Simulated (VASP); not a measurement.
Runs of VASP 6.6.1 on Pt. The structure is that of space group Fm-3m (No. 225), or close to it. The cells are those of the table. 

```csv
task,cell,cutoff (eV),gap on the mesh (eV),pressure (GPa)
single point,"a = 2.757 Å, angles 60.0°, 1 atom",520,none,(a)
single point,"a = 2.784 Å, angles 60.0°, 1 atom",520,none,-4.5
single point,"a = 2.771 Å, angles 60.0°, 1 atom",520,none,-0.4
relaxation of cell and atoms,"relaxed from a = 2.773 Å, angles 60.0°, 1 atom",600,none,0.0
```

Alike in all rows: level PBEsol; potentials or basis VASP PAW PBE potentials, release 64 (Pt); no spin polarisation; k mesh 19 × 19 × 19; smearing fermi-dirac 0.05 eV.

Fill in the values left out.

(a) 4.1.

Caveats: the PAW data sets were made with another functional, which shifts forces and pressure a little; spin-orbit coupling is left out, which moves the levels of the heavy elements.

A k mesh can miss the band edges, and the runs leave out spin-orbit coupling on Pt.

A gap of «none» marks levels without a gap at the run's occupations.
